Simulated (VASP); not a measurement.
A run of VASP 6.6.1 is set up as follows.

The input INCAR:

```
SYSTEM = LaTl
PREC = Accurate
ENCUT = 520
EDIFF = 1E-8
ISMEAR = -1
SIGMA = 0.1
LREAL = .FALSE.
LASPH = .TRUE.
NELM = 60
ALGO = Normal
ISIF = 2
LWAVE = .FALSE.
LCHARG = .FALSE.
GGA = PS
NBANDS = 19
IBRION = 8
NSW = 1
```

Contents of KPOINTS:

```
Automatic mesh
0
G
  8 8 8
  0 0 0
```

POSCAR

```
LaTl
1.0
    3.9184570624      0.0000000000      0.0000000000
    0.0000000000      3.9184570624      0.0000000000
    0.0000000000      0.0000000000      3.9184570624
La Tl
1 1
Direct
    0.0000000000      0.0000000000      0.0000000000
    0.5000000000      0.5000000000      0.5000000000
```

Potentials or basis: VASP PAW PBE potentials, release 64 (La, Tl_d).

Run with:

```bash
$ cat potpaw_PBE.64/La/POTCAR potpaw_PBE.64/Tl_d/POTCAR > POTCAR
$ mpirun -np 1 vasp_std > vasp.out
```

Problem. Estimate the highest phonon frequency at Γ.

Solution. 84 cm⁻¹.

Phonon frequencies in cm⁻¹ (negative: imaginary):
| q point | frequencies |
| --- | --- |
| (0.000, 0.000, 0.000) | -6 -6 -6 84 84 84 |
